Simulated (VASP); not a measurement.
The system is LiCl.

```
CELL_PARAMETERS angstrom
0.00000 2.59646 2.59646
2.59646 0.00000 2.59646
2.59646 2.59646 0.00000
ATOMIC_POSITIONS crystal
Li 0.00000 0.00000 0.00000
Cl 0.50000 0.50000 0.50000
```

This cell differs from its parent crystal: strained.

Base run:

```yaml
Program: VASP 6.6.1
Functional: PBE
Potentials_or_basis: VASP PAW PBE potentials, release 64 (Li_sv, Cl)
Cutoff: 750 eV
k_mesh: 8 × 8 × 8
Occupations: gaussian, width 0.02 eV
Spin: no spin polarisation
```

Its results: band gap on the k mesh 6.13 eV; pressure -0.8 GPa.

Problem. The run is repeated on the same cell with these changes: dispersion from none to D4. What comes out?

Solution. Band gap on the k mesh 6.13 eV; pressure -1.9 GPa.

Dispersion adds attraction, which lowers the pressure at fixed volume and, as a term added to the energy, leaves the levels alone.

A k mesh can miss the band edges.
